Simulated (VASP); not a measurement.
# In3As (I4/mmm) in VASP: relaxation of cell and atoms with PBE

Aim: the relaxation of cell and atoms of In3As with PBE.

All numbers are computed with VASP 6.6.1; they aren't measurements. Logs are shortened: lines on timing, memory, paths and dates and some standing lists are left out, and cuts for length are marked.

### 1 The cell of the first run

Symmetry: I4/mmm, No. 139, tetragonal system. Conventional cell: a = 4.735 Å, b = 4.735 Å, c = 9.177 Å, α = 90.00°, β = 90.00°, γ = 90.00°. Within 4.3 Å of In (site symmetry -4m2) lie 8 In at 3.30 to 3.35 Å and 4 As at 3.30 Å. In (site symmetry 4/mmm) has 8 In at 3.30 Å and 4 As at 3.35 Å within 4.3 Å. As (site symmetry 4/mmm) has 12 In at 3.30 to 3.35 Å within 4.3 Å.

The cell was generated, and may not be a known phase.

### 2 Relaxation of cell and atoms, PBE

INCAR reads:

```
ALGO = Fast ; EDIFF = 1E-6
EDIFFG = -0.01 ; ENCUT = 600
GGA = PE ; IBRION = 2
ISIF = 3 ; ISMEAR = 0
LASPH = True ; LCHARG = False
LREAL = False ; LWAVE = False
NELM = 100 ; NSW = 100
PREC = Accurate ; SIGMA = 0.1
```

KPOINTS reads:

```
k-points
0
Gamma
  14 14 14
```

POSCAR reads:

```
In3As
1.0
   -2.3674294321      2.3674294321      4.5886167880
    2.3674294321     -2.3674294321      4.5886167880
    2.3674294321      2.3674294321     -4.5886167880
In As
3 1
Direct
    0.7500000000      0.2500000000      0.5000000000
    0.2500000000      0.7500000000      0.5000000000
    0.5000000000      0.5000000000      0.0000000000
    0.0000000000      0.0000000000      0.0000000000
```

Potentials or basis: VASP PAW PBE potentials, release 64 (In_d, As).

Run with:

```sh
$ cat potpaw_PBE.64/In_d/POTCAR potpaw_PBE.64/As/POTCAR > POTCAR
$ mpirun -np 1 vasp_std > vasp.out
```

OUTCAR:

```text
EDIFF = 1E-6
   EDIFFG = -0.01
   ENCUT = 600
   GGA = PE
   IBRION = 2
   ISIF = 3
   ISMEAR = 0
   LASPH = True
   LREAL = False
   NELM = 100
   NSW = 100
   PREC = Accurate

 ion  position               nearest neighbor table
   1  0.750  0.250  0.500-   3 3.30   4 3.30   3 3.30   4 3.30   3 3.30   4 3.30   3 3.30   4 3.30
                             2 3.35   2 3.35   2 3.35   2 3.35
   2  0.250  0.750  0.500-   4 3.30   3 3.30   3 3.30   4 3.30   3 3.30   4 3.30   4 3.30   3 3.30
                             1 3.35   1 3.35   1 3.35   1 3.35
   3  0.500  0.500  0.000-   2 3.30   1 3.30   1 3.30   2 3.30   1 3.30   2 3.30   2 3.30   1 3.30
                             4 3.35   4 3.35   4 3.35   4 3.35
   4  0.000  0.000  0.000-   1 3.30   2 3.30   1 3.30   2 3.30   1 3.30   2 3.30   1 3.30   2 3.30
                             3 3.35   3 3.35   3 3.35   3 3.35

  LATTYP: Found a body centered tetragonal cell.
 ALAT       =     4.7348588642
 C/A-ratio  =     1.9382274824

  Lattice vectors:

 A1 = (  -2.3674294321,   2.3674294321,   4.5886167880)
 A2 = (   2.3674294321,  -2.3674294321,   4.5886167880)
 A3 = (   2.3674294321,   2.3674294321,  -4.5886167880)

Analysis of symmetry for initial positions (statically):
=====================================================================
 Subroutine PRICEL returns:
 Original cell was already a primitive cell.

 Routine SETGRP: Setting up the symmetry group for a
 body centered tetragonal supercell.

 Subroutine GETGRP returns: Found 16 space group operations
 (whereof 16 operations were pure point group operations)
 out of a pool of 16 trial point group operations.

The static configuration has the point symmetry D_4h.

Analysis of symmetry for dynamics (positions and initial velocities):
=====================================================================
 Subroutine PRICEL returns:
 Original cell was already a primitive cell.

 Routine SETGRP: Setting up the symmetry group for a
 body centered tetragonal supercell.

 Subroutine GETGRP returns: Found 16 space group operations
 (whereof 16 operations were pure point group operations)
 out of a pool of 16 trial point group operations.

The dynamic configuration has the point symmetry D_4h.

 Subroutine INISYM returns: Found 16 space group operations
 (whereof 16 operations are pure point group operations),
 and found     1 'primitive' translations

----------------------------------------------------------------------------------------

                                     Primitive cell

  volume of cell :     102.8717

  direct lattice vectors                    reciprocal lattice vectors
    -2.367429432  2.367429432  4.588616788     0.000000000  0.211199537  0.108965299
     2.367429432 -2.367429432  4.588616788     0.211199537  0.000000000  0.108965299
     2.367429432  2.367429432 -4.588616788     0.211199537  0.211199537  0.000000000

  length of vectors
     5.680215512  5.680215512  5.680215512     0.237652437  0.237652437  0.298681250

  position of ions in fractional coordinates (direct lattice)
     0.750000000  0.250000000  0.500000000
     0.250000000  0.750000000  0.500000000
     0.500000000  0.500000000  0.000000000
     0.000000000  0.000000000  0.000000000

  ion indices of the primitive-cell ions
   primitive index   ion index
                 1           1
                 2           2
                 3           3
                 4           4

----------------------------------------------------------------------------------------

 KPOINTS: k-points

Automatic generation of k-mesh.
 Grid dimensions read from file:
 generate k-points for:   14   14   14

 Generating k-lattice:

  Cartesian coordinates                     Fractional coordinates (reciprocal lattice)
     0.000000000  0.015085681  0.007783236     0.071428571  0.000000000 -0.000000000
     0.015085681  0.000000000  0.007783236     0.000000000  0.071428571 -0.000000000
     0.015085681  0.015085681  0.000000000     0.000000000  0.000000000  0.071428571

  Length of vectors
     0.016975174  0.016975174  0.021334375

  Shift w.r.t. Gamma in fractional coordinates (k-lattice)
     0.000000000  0.000000000  0.000000000

 Subroutine IBZKPT returns following result:
 ===========================================

 Found    244 irreducible k-points:

 Following reciprocal coordinates:
            Coordinates               Weight
  0.000000  0.000000  0.000000      1.000000
  0.071429  0.000000 -0.000000      8.000000
  0.142857  0.000000 -0.000000      8.000000
  0.214286  0.000000 -0.000000      8.000000
  0.285714  0.000000 -0.000000      8.000000
  0.357143  0.000000 -0.000000      8.000000
[... 16 lines left out ...]
  0.214286  0.142857 -0.000000     16.000000
  0.285714  0.142857 -0.000000     16.000000
 [... further k-points ...]
   k-points           NKPTS =    244   k-points in BZ     NKDIM =    244   number of bands    NBANDS=     26
   number of dos      NEDOS =    301   number of ions     NIONS =      4
   total plane-waves  NPLWV = 110592
   dimension x,y,z NGX =    48 NGY =   48 NGZ =   48
   dimension x,y,z NGXF=    96 NGYF=   96 NGZF=   96
   ions per type =               3   1
   NGX,Y,Z   is equivalent  to a cutoff of  14.05, 14.05, 14.05 a.u.
   NGXF,Y,Z  is equivalent  to a cutoff of  28.10, 28.10, 28.10 a.u.
 SYSTEM =  unknown system
   PREC   = accura    normal or accurate (medium, high low for compatibility)
   ISTART =      0    job   : 0-new  1-cont  2-samecut
   ICHARG =      2    charge: 1-file 2-atom 10-const
   ISPIN  =      1    spin polarized calculation?
   LNONCOLLINEAR =      F non collinear calculations
   LSORBIT =      F    spin-orbit coupling
   LASPH  =      T    aspherical Exc in radial PAW
   ENCUT  =  600.0 eV  44.10 Ry    6.64 a.u.  11.34 11.34 11.34*2*pi/ulx,y,z
   NELM   =    100;   NELMIN=  2; NELMDL= -5     # of ELM steps
   EDIFF  = 0.1E-05   stopping-criterion for ELM
   LREAL  =      F    real-space projection
   EDIFFG = -.1E-01   stopping-criterion for IOM
   NSW    =    100    number of steps for IOM
   IBRION =      2    ionic relax: 0-MD 1-quasi-New 2-CG
   NFREE  =      1    steps in history (QN), initial steepest desc. (CG)
   ISIF   =      3    stress and relaxation
   ISYM   =      2    0-nonsym 1-usesym 2-fastsym
   POTIM  = 0.5000    time-step for ionic-motion
   TEBEG  =    0.0;   TEEND  =   0.0 temperature during run
   PSTRESS=    0.0 pullay stress
   NELECT =      44.0000    total number of electrons
   NUPDOWN=      -1.0000    fix difference up-down
   EMIN   =  10.00;   EMAX   =-10.00  energy-range for DOS
   EFERMI =   0.00;   METHOD = LEGACY
   ISMEAR =     0;   SIGMA  =   0.10  broadening in eV -4-tet -1-fermi 0-gaus
   EFERMI_NEDOS =   21; number of points for ismear=-14 and -15
   IALGO  =     68    algorithm
   IMIX   =      4    mixing-type and parameters
     AMIX     =   0.40;   BMIX     =  1.00
     AMIX_MAG =   1.60;   BMIX_MAG =  1.00
  volume/ion in A,a.u.               =      25.72       173.55
  Fermi-wavevector in a.u.,A,eV,Ry     =   1.233466  2.330912 20.700418  1.521438
  Thomas-Fermi vector in A             =   2.368195
   LORBIT       =      0    0 simple, 1 ext, 2 COOP (PROOUT), +10 PAW based schemes
   GGA     = PE    functional components
   LHFCALC =     F    Hartree Fock is set to
   AEXX    =    0.0000 exact exchange contribution
   IVDW    =     0    specifies the selected vdW correction
   LEPSILON=     F    determine dielectric tensor
   LRPA    =     F    only Hartree local field effects (RPA)
 conjugate gradient relaxation of ions
 non-spin polarized calculation
 RMM-DIIS sequential band-by-band and
 Gauss-broadening in eV      SIGMA  =   0.10
  energy-cutoff  :      600.00
  volume of cell :      102.87
 maximum number of plane-waves:      3473
 NGX is ok and might be reduce to    48
   NGX = 23   NGY = 23   NGZ = 23

--------------------------------------- Ionic step        1  -------------------------------------------

 number of electron      43.9999997 magnetization

 Free energy of the ion-electron system (eV)
  ---------------------------------------------------
  ext. energy  EPLUGINS =         0.00000000
  ---------------------------------------------------
  free energy    TOTEN  =       -12.02955621 eV

  energy without entropy =      -12.02172196  energy(sigma->0) =      -12.02563909

------------------------ aborting loop because EDIFF is reached ----------------------------------------

  FORCE on cell =-STRESS in cart. coord.  units (eV):
  Direction    XX          YY          ZZ          XY          YZ          ZX
  --------------------------------------------------------------------------------------
  -------------------------------------------------------------------------------------
  Total        0.1108859      0.1108859     -0.3067527      0.0000000     -0.0000000      0.0000000
  in kB        1.7269944      1.7269944     -4.7775271      0.0000000     -0.0000000      0.0000000
  external PRESSURE =      -0.4411795 kB  Pullay stress =       0.0000000 kB
[... 251 lines left out ...]
  energy  without entropy=      -12.0279771496  energy(sigma->0) =      -12.03142231

--------------------------------------- Ionic step        8  -------------------------------------------

 number of electron      44.0000002 magnetization

 Free energy of the ion-electron system (eV)
  ---------------------------------------------------
  ext. energy  EPLUGINS =         0.00000000
  ---------------------------------------------------
  free energy    TOTEN  =       -12.03483634 eV

  energy without entropy =      -12.02795899  energy(sigma->0) =      -12.03139766

 E-fermi :   6.7070     XC(G=0): -10.1176

 val. band max:        6.7054132228   @ k =  -0.0714   0.0714   0.0714
 cond. band min:       6.7082147588   @ k =   0.5000   0.5000   0.2857
 fundamental gap:      0.0028015361
 Fermi energy:         6.7069723852

 k-point     1 :       0.0000    0.0000    0.0000
  band No.  band energies     occupation
      1      -8.0450      2.00000
      2      -7.9840      2.00000
      3      -7.9488      2.00000
      4      -7.9488      2.00000
      5      -7.9224      2.00000
      6      -7.8730      2.00000
[... 685 lines left out ...]
     25       9.0187      0.00000
     26       9.6012      0.00000

 [... further k-points ...]

------------------------ aborting loop because EDIFF is reached ----------------------------------------

  FORCE on cell =-STRESS in cart. coord.  units (eV):
  Direction    XX          YY          ZZ          XY          YZ          ZX
  --------------------------------------------------------------------------------------
  -------------------------------------------------------------------------------------
  Total        0.0348470      0.0348470      0.0290585      0.0000000      0.0000000      0.0000000
  in kB        0.5444114      0.5444114      0.4539790      0.0000000      0.0000000      0.0000000
  external PRESSURE =       0.5142672 kB  Pullay stress =       0.0000000 kB
[... 19 lines left out ...]
  FREE ENERGIE OF THE ION-ELECTRON SYSTEM (eV)
  ---------------------------------------------------
  free  energy   TOTEN  =       -12.0348363353 eV

  energy  without entropy=      -12.0279589937  energy(sigma->0) =      -12.03139766

 reached required accuracy - stopping structural energy minimisation
```

Wall time 3.2 h (1 thread of Oxide Virtual Turin-like, shared host); peak memory 0.84 GiB.

What came out:

* Free energy: -12.0348 eV
* Relaxed volume: 25.64 Å³/atom
* Relaxed cell: a = 5.612 Å, b = 5.612 Å, c = 5.612 Å, α = 129.52°, β = 129.52°, γ = 74.17°
* Space group after relaxing (to 0.1 Å): I4/mmm (No. 139)
* Energy gained by relaxing: 1.3 meV/atom
* Ionic steps: 8
* Pressure after relaxing: 0.1 GPa
* Band gap on the k mesh: zero (bands 22 and 23 overlap by 2.51 eV)

The path:
| step | energy change (eV) | largest force (eV/Å) | pressure (GPa) | volume (Å³) |
| --- | --- | --- | --- | --- |
| 1 | 0.0000 | 0.0000 | -0.04 | 102.87 |
| 2 | -0.0014 | 0.0000 | -0.03 | 102.77 |
| 3 | -0.0041 | 0.0000 | 0.11 | 102.44 |
| 4 | -0.0030 | 0.0000 | 0.42 | 101.73 |
| 5 | -0.0048 | 0.0000 | 0.23 | 102.16 |
| 6 | -0.0050 | 0.0000 | -0.05 | 103.17 |
| 7 | -0.0053 | 0.0000 | -0.06 | 102.65 |
| 8 | -0.0053 | 0.0000 | 0.05 | 102.55 |

Final structure:
```
In As
1.0
    -2.39299    2.39299    4.47719
     2.39299   -2.39299    4.47719
     2.39299    2.39299   -4.47719
In As
3 1
Direct
  0.75000 0.25000 0.50000
  0.25000 0.75000 0.50000
  0.50000 0.50000 0.00000
  0.00000 0.00000 0.00000
```

Levels at points of the mesh, in eV from the Fermi level:
| k point | band 18 | band 19 | band 20 | band 21 | band 22 | band 23 | band 24 | band 25 | band 26 |
| --- | --- | --- | --- | --- | --- | --- | --- | --- | --- |
| (0.00, 0.00, 0.00) | -2.67 | -1.78 | -1.78 | -1.58 | -1.38 | -0.17 | -0.17 | 0.28 | 1.07 |
| (0.50, 0.00, 0.00) | -5.07 | -3.70 | -1.60 | -0.91 | -0.86 | 0.09 | 0.98 | 2.76 | 3.23 |
| (0.50, 0.50, 0.00) | -5.27 | -4.31 | -4.06 | -3.85 | 0.53 | 0.74 | 1.14 | 2.16 | 4.05 |
| (0.50, 0.50, 0.50) | -4.82 | -3.17 | -3.17 | -2.41 | 1.06 | 2.39 | 2.39 | 4.47 | 4.58 |

Caveat: spin-orbit coupling is left out, which moves the levels of the heavy elements.
